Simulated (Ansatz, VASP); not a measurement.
# Two plane-wave programs on AlN

INCAR

```
SYSTEM = AlN
PREC = Accurate ; ENCUT = 520
EDIFF = 1E-6 ; ISMEAR = 0
SIGMA = 0.05 ; LREAL = .FALSE.
LASPH = .TRUE. ; NELM = 60
ALGO = Normal ; ISIF = 2
LWAVE = .FALSE. ; LCHARG = .FALSE.
GGA = CA ; NBANDS = 26
```

File KPOINTS:

```
regular mesh
0
G
  8 8 3
  0 0 0
```

POSCAR

```
AlN
1.0
   -3.0886152975      0.0000000000      0.0000000000
   -1.5443076488     -2.6748193102      0.0000000000
   -0.6434615203     -1.1145080459      9.8871685333
Al N
4 4
Direct
    0.3333333333     -0.0435460453      0.9045105086
    0.3333333333      0.1647872881      0.4045105086
    0.6666666667      0.6022872881      0.1545105086
    0.6666666667      0.3939539547      0.6545105086
    0.3333333333      0.2935460452      0.0954894914
    0.3333333333      0.0852127119      0.5954894914
    0.6666666667      0.5227127119      0.3454894914
    0.6666666667      0.3143793786      0.8454894914
```

Input for Ansatz:

```yaml
crystal:
  lattice:
    - [-3.0886152975, 0.0, 0.0]
    - [-1.5443076488, -2.6748193102, 0.0]
    - [-0.6434615203, -1.1145080459, 9.8871685333]
  atoms:
    - { symbol: Al, position: [0.3333333333, -0.0435460453, 0.9045105086] }
    - { symbol: Al, position: [0.3333333333, 0.1647872881, 0.4045105086] }
    - { symbol: Al, position: [0.6666666667, 0.6022872881, 0.1545105086] }
    - { symbol: Al, position: [0.6666666667, 0.3939539547, 0.6545105086] }
    - { symbol: "N", position: [0.3333333333, 0.2935460452, 0.0954894914] }
    - { symbol: "N", position: [0.3333333333, 0.0852127119, 0.5954894914] }
    - { symbol: "N", position: [0.6666666667, 0.5227127119, 0.3454894914] }
    - { symbol: "N", position: [0.6666666667, 0.3143793786, 0.8454894914] }
basis:
  ecutwfc: 520.0
kpoints:
  mp_grid: { grid: [8, 8, 3] }
hamiltonian:
  xc: lda
  pseudopotentials: { kind: paw, azcp: { folder: soft_1 } }
scf:
  occupations: { method: gaussian, width: 0.05 }
output:
  forces: true
  stress: true
  eigenvalues: true
```

Alike in both runs: task single point; functional LDA; k mesh 8 × 8 × 3; occupations gaussian, width 0.05 eV; no spin polarisation.

|  | VASP | Ansatz |
| --- | --- | --- |
| version | VASP 6.6.1 | Ansatz 0.2.0 |
| potentials or method | VASP PAW LDA potentials, release 64 (Al, N), cutoff 520 eV | scalar-relativistic, plane waves, PAW |
| valence electrons in the cell | 32 | 32 |

|  | VASP | Ansatz | Ansatz less VASP |
| --- | --- | --- | --- |
| gap on the k mesh at the Fermi level (eV) | 3.18 | 3.20 | +0.019 |
| least direct gap on the mesh (eV) | 3.43 | 3.43 | -0.005 |
| pressure (GPa) | -0.8 | -1.4 | -0.62 |
| traceless stress, the component that is largest in VASP (GPa) | 6.43 | 6.55 | +0.123 |
| rms of the force components (eV/Å) | 0.427 | 0.427 | -0.0001 |

Ansatz warns that its potentials were made for another functional, while VASP's fit it. LDA's correlation is that of Perdew and Zunger in VASP and of Perdew and Wang (1992) in Ansatz. Atom by atom the forces differ by 0.007 eV/Å (rms over components).
